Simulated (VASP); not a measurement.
# PbS (Cmc2_1) in VASP: a series of runs, part 2 of 3

VASP 6.6.1. The steps go on from the part before.

## 3. Single point, LDA

Contents of INCAR:

```
PREC     = Accurate       # precision mode
ENCUT    = 520            # plane-wave cutoff, eV
EDIFF    = 1E-6           # SCF threshold, eV
ISMEAR   = 0              # smearing method
SIGMA    = 0.01           # smearing width, eV
LREAL    = F              # projectors in reciprocal space
LASPH    = T              # aspherical terms in the spheres
NELM     = 60             # most SCF steps
ALGO     = Normal         # electronic algorithm
ISIF     = 2              # what is computed and relaxed
LWAVE    = F              # write WAVECAR
LCHARG   = F              # write CHGCAR
GGA      = CA             # functional
NBANDS   = 28             # bands
```

Contents of KPOINTS:

```
Automatic mesh
0
Gamma
  3 3 2
```

Contents of POSCAR:

```
PbS
1.0
    2.0569420000     -3.5658290000      0.0000000000
    2.0569420000      3.5658290000      0.0000000000
    0.0000000000      0.0000000000      7.5599450000
Pb S
2 2
Direct
    0.0010320000      0.9989680000      0.4867320000
    0.9989680000      0.0010320000      0.9867320000
    0.6671450000      0.3328550000      0.6924680000
    0.3328550000      0.6671450000      0.1924680000
```

Potentials or basis: VASP PAW LDA potentials, release 64 (Pb_d, S).

Launch:

```
> cat potpaw_LDA.64/Pb_d/POTCAR potpaw_LDA.64/S/POTCAR > POTCAR
> mpirun -np 1 vasp_std > vasp.out
```

It took 37 s on 1 thread of AMD EPYC 7R13, shared host; peak memory 0.16 GiB.

The run converged. Its results:

- Free energy: -19.6125 eV
- Pressure: -3.5 GPa
- Largest force: 0.176 eV/Å
- Band gap on the k mesh: 0.72 eV, indirect (least direct gap 1.12 eV)

Forces on the atoms (eV/Å):
```
Pb   0.000  0.006  0.176
Pb   0.000 -0.006  0.176
S    0.000 -0.004 -0.176
S    0.000  0.004 -0.176
```

Stress tensor (GPa, compression positive):
```
-2.94  0.00  0.00
 0.00 -2.99  0.00
 0.00  0.00 -4.45
```

Levels at points of the mesh, in eV from the valence-band top:
| k point | band 18 | band 19 | band 20 | band 21 | band 22 | band 23 |
| --- | --- | --- | --- | --- | --- | --- |
| (0.00, 0.00, 0.00) | -1.46 | -1.45 | -0.21 | 0.91 | 3.37 | 3.37 |
| (0.00, 0.00, 0.50) | -1.63 | -1.40 | -1.40 | 2.50 | 2.50 | 3.43 |

Caveat: the k points lie up to 0.59 Å⁻¹ apart; spin-orbit coupling is left out, which moves the levels of the heavy elements.

## 4. Single point, LDA

Contents of INCAR:

```
SYSTEM = PbS
PREC = Accurate
ENCUT = 520
EDIFF = 1E-6
ISMEAR = 0
SIGMA = 0.01
LREAL = .FALSE.
LASPH = .TRUE.
NELM = 100
ALGO = Normal
ISIF = 2
LWAVE = .FALSE.
LCHARG = .TRUE.
GGA = CA
LELF = .TRUE.
LVHAR = .TRUE.
NBANDS = 28
```

Contents of KPOINTS:

```
regular mesh
0
G
  6 6 2
  0 0 0
```

POSCAR is that of step 3.

Launch:

```
> cat potpaw_LDA.64/Pb_d/POTCAR potpaw_LDA.64/S/POTCAR > POTCAR
> mpirun -np 1 vasp_std > vasp.out
```

It took 2 min on 1 thread of AMD EPYC 7R13, shared host; peak memory 0.2 GiB.

Results (log left out):

```yaml
Free_energy: -19.6229 eV
Pressure: -3.3 GPa
Largest_force: 0.077 eV/Å
Band_gap_on_the_k_mesh: 0.34 eV, indirect (least direct gap 1.15 eV)
```

Forces in eV/Å, atoms in the order of the input:
```
Pb   0.000  0.005  0.077
Pb   0.000 -0.005  0.077
S    0.000 -0.003 -0.077
S    0.000  0.003 -0.077
```

Stress tensor (GPa, compression positive):
```
-3.10  0.00  0.00
 0.00 -3.13  0.00
 0.00  0.00 -3.62
```

Levels at points of the mesh, in eV from the valence-band top:
| k point | band 16 | band 17 | band 18 | band 19 | band 20 | band 21 | band 22 | band 23 | band 24 | band 25 |
| --- | --- | --- | --- | --- | --- | --- | --- | --- | --- | --- |
| (0.00, 0.00, 0.00) | -1.81 | -1.81 | -1.46 | -1.46 | -0.21 | 0.93 | 3.38 | 3.38 | 3.70 | 3.73 |
| (0.50, 0.00, 0.00) | -4.00 | -2.92 | -1.80 | -1.48 | -0.89 | 0.34 | 2.35 | 2.69 | 3.82 | 4.11 |
| (0.50, 0.50, 0.00) | -4.01 | -2.91 | -1.80 | -1.48 | -0.88 | 0.34 | 2.36 | 2.70 | 3.82 | 4.09 |
| (0.00, 0.00, 0.50) | -1.64 | -1.63 | -1.63 | -1.39 | -1.39 | 2.50 | 2.50 | 3.44 | 3.44 | 3.46 |
| (0.50, 0.00, 0.50) | -3.27 | -2.45 | -2.45 | -2.39 | -2.39 | 2.28 | 2.28 | 3.20 | 3.20 | 3.73 |
| (0.50, 0.50, 0.50) | -3.28 | -2.44 | -2.44 | -2.39 | -2.39 | 2.28 | 2.28 | 3.20 | 3.20 | 3.73 |

Caveat: spin-orbit coupling is left out, which moves the levels of the heavy elements.

## 5. Single point, LDA

Contents of INCAR:

```
PREC = Accurate
ENCUT = 520
EDIFF = 1E-6
ISMEAR = 0
SIGMA = 0.01
LREAL = F
LASPH = T
NELM = 80
ALGO = Normal
ISIF = 2
LWAVE = F
LCHARG = T
LELF = T
LVHAR = T
NBANDS = 28
```

Contents of KPOINTS:

```
regular mesh
0
Gamma
  6 6 4
```

POSCAR is that of step 4.

Potentials or basis: VASP PAW LDA potentials, release 64 (Pb_d, S).

Launch:

```
> cat potpaw_LDA.64/Pb_d/POTCAR potpaw_LDA.64/S/POTCAR > POTCAR
> mpirun -np 1 vasp_std > vasp.out
```

OUTCAR:

```text
PREC = Accurate
   ENCUT = 520
   EDIFF = 1E-6
   ISMEAR = 0
   LREAL = F
   LASPH = T
   NELM = 80
   ISIF = 2

 ion  position               nearest neighbor table
   1  0.001  0.999  0.487-   3 2.84   3 2.84   3 2.84   4 3.25   4 3.26   4 3.26   2 3.78   2 3.78

   2  0.999  0.001  0.987-   4 2.84   4 2.84   4 2.84   3 3.25   3 3.26   3 3.26   1 3.78   1 3.78

   3  0.667  0.333  0.692-   1 2.84   1 2.84   1 2.84   2 3.25   2 3.26   2 3.26
   4  0.333  0.667  0.192-   2 2.84   2 2.84   2 2.84   1 3.25   1 3.26   1 3.26

  LATTYP: Found a base centered orthorhombic cell.
 ALAT       =     4.1138840000
 B/A-ratio  =     1.7335583599
 C/A-ratio  =     1.8376660596

  Lattice vectors:

 A1 = (   2.0569420000,  -3.5658290000,   0.0000000000)
 A2 = (   2.0569420000,   3.5658290000,   0.0000000000)
 A3 = (   0.0000000000,   0.0000000000,   7.5599450000)

Analysis of symmetry for initial positions (statically):
=====================================================================
 Subroutine PRICEL returns:
 Original cell was already a primitive cell.

 Routine SETGRP: Setting up the symmetry group for a
 base centered orthorhombic supercell.

 Subroutine GETGRP returns: Found  4 space group operations
 (whereof  2 operations were pure point group operations)
 out of a pool of  8 trial point group operations.

The static configuration has the point symmetry C_1h.
 The point group associated with its full space group is C_2v.

Analysis of symmetry for dynamics (positions and initial velocities):
=====================================================================
 Subroutine PRICEL returns:
 Original cell was already a primitive cell.

 Routine SETGRP: Setting up the symmetry group for a
 base centered orthorhombic supercell.

[... 118 lines left out ...]
   TEBEG  =    0.0;   TEEND  =   0.0 temperature during run
   PSTRESS=    0.0 pullay stress
   NELECT =      40.0000    total number of electrons
   NUPDOWN=      -1.0000    fix difference up-down
   EMIN   =  10.00;   EMAX   =-10.00  energy-range for DOS
   EFERMI =   0.00;   METHOD = LEGACY
   ISMEAR =     0;   SIGMA  =   0.01  broadening in eV -4-tet -1-fermi 0-gaus
   EFERMI_NEDOS =   21; number of points for ismear=-14 and -15
   IALGO  =     38    algorithm
   IMIX   =      4    mixing-type and parameters
     AMIX     =   0.40;   BMIX     =  1.00
     AMIX_MAG =   1.60;   BMIX_MAG =  1.00
  volume/ion in A,a.u.               =      27.72       187.10
  Fermi-wavevector in a.u.,A,eV,Ry     =   1.165336  2.202165 18.476815  1.358008
  Thomas-Fermi vector in A             =   2.301863
   LORBIT       =      0    0 simple, 1 ext, 2 COOP (PROOUT), +10 PAW based schemes
   GGA     = CA    functional components
   LHFCALC =     F    Hartree Fock is set to
   AEXX    =    0.0000 exact exchange contribution
   IVDW    =     0    specifies the selected vdW correction
   LEPSILON=     F    determine dielectric tensor
   LRPA    =     F    only Hartree local field effects (RPA)
 non-spin polarized calculation
 Gauss-broadening in eV      SIGMA  =   0.01
  energy-cutoff  :      520.00
  volume of cell :      110.90
 maximum number of plane-waves:      3040
 NGX is ok and might be reduce to    32
   NGX = 15   NGY = 15   NGZ = 29

 number of electron      39.9999996 magnetization

 Free energy of the ion-electron system (eV)
  ---------------------------------------------------
  ext. energy  EPLUGINS =         0.00000000
  ---------------------------------------------------
  free energy    TOTEN  =       -19.63108998 eV

  energy without entropy =      -19.63108998  energy(sigma->0) =      -19.63108998

 E-fermi :   4.9401     XC(G=0):  -9.7196

 val. band max:        4.8834996928   @ k =   0.3333   0.3333   0.0000
 cond. band min:       5.2254245739   @ k =   0.5000   0.5000   0.0000
 fundamental gap:      0.3419248810
 Fermi energy:         4.9400569450

 k-point     1 :       0.0000    0.0000    0.0000
  band No.  band energies     occupation
      1     -11.9270      2.00000
      2     -11.8853      2.00000
      3     -11.8850      2.00000
      4     -11.8703      2.00000
      5     -11.8700      2.00000
      6     -11.8446      2.00000
[... 733 lines left out ...]
     27      11.2302      0.00000
     28      12.4644      0.00000

 [... further k-points ...]
[... 5 lines left out ...]
  --------------------------------------------------------------------------------------
  -------------------------------------------------------------------------------------
  Total       -2.2166082     -2.2385920     -2.4649006      0.0000000      0.0000000      0.0000000
  in kB      -32.0234648    -32.3410660    -35.6105605      0.0000000      0.0000000      0.0000000
  external PRESSURE =     -33.3250304 kB  Pullay stress =       0.0000000 kB

 VOLUME and BASIS-vectors are now :
 -----------------------------------------------------------------------------
  energy-cutoff  :      520.00
  volume of cell :      110.90
      direct lattice vectors                 reciprocal lattice vectors
     2.056942000 -3.565829000  0.000000000     0.243079290 -0.140219848  0.000000000
     2.056942000  3.565829000  0.000000000     0.243079290  0.140219848  0.000000000
     0.000000000  0.000000000  7.559945000     0.000000000  0.000000000  0.132276095

 POSITION                                       TOTAL-FORCE (eV/Angst)
 -----------------------------------------------------------------------------------
      2.05694      3.55847      3.67967         0.000000      0.005081      0.060450
      2.05694     -3.55847      7.45964         0.000000     -0.005081      0.060450
      2.05694     -1.19202      5.23502         0.000000     -0.003281     -0.060450
      2.05694      1.19202      1.45505         0.000000      0.003281     -0.060450
 -----------------------------------------------------------------------------------
    total drift:                               -0.000000     -0.000000     -0.001815

  FREE ENERGIE OF THE ION-ELECTRON SYSTEM (eV)
  ---------------------------------------------------
  free  energy   TOTEN  =       -19.6310899837 eV

  energy  without entropy=      -19.6310899837  energy(sigma->0) =      -19.63108998
```

stdout:

```text
POSCAR found type information on POSCAR PbS
 POSCAR found :  2 types and       4 ions
 scaLAPACK will be used
 LDA part: xc-table for (Slater(with rela. corr.)+CA(PZ))
 , standard interpolation
 POSCAR, INCAR and KPOINTS ok, starting setup
 FFT: planning ... GRIDC
 FFT: planning ... GRID_SOFT
 FFT: planning ... GRID
 WAVECAR not read
 entering main loop
```

Run time: 2.3 min. Hardware: 1 thread of AMD EPYC 7R13, shared host; peak memory 0.22 GiB.

What came out:

```yaml
Free_energy: -19.6311 eV
Pressure: -3.3 GPa
Largest_force: 0.061 eV/Å
Band_gap_on_the_k_mesh: 0.34 eV, indirect (least direct gap 1.15 eV)
```

Forces in eV/Å, atoms in the order of the input:
```
Pb   0.000  0.005  0.060
Pb   0.000 -0.005  0.060
S    0.000 -0.003 -0.060
S    0.000  0.003 -0.060
```

Levels at points of the mesh, in eV from the valence-band top:
| k point | band 18 | band 19 | band 20 | band 21 | band 22 | band 23 |
| --- | --- | --- | --- | --- | --- | --- |
| (0.00, 0.00, 0.00) | -1.47 | -1.46 | -0.21 | 0.93 | 3.38 | 3.38 |
| (0.50, 0.00, 0.00) | -1.80 | -1.48 | -0.89 | 0.34 | 2.35 | 2.70 |
| (0.50, 0.50, 0.00) | -1.80 | -1.48 | -0.88 | 0.34 | 2.37 | 2.70 |
| (0.00, 0.00, 0.50) | -1.64 | -1.39 | -1.39 | 2.50 | 2.50 | 3.45 |
| (0.50, 0.00, 0.50) | -2.45 | -2.39 | -2.39 | 2.28 | 2.28 | 3.20 |
| (0.50, 0.50, 0.50) | -2.44 | -2.39 | -2.39 | 2.28 | 2.28 | 3.21 |

Caveat: spin-orbit coupling is left out, which moves the levels of the heavy elements. A k mesh can miss the band edges.

(Part 2 of 3 ends here.)
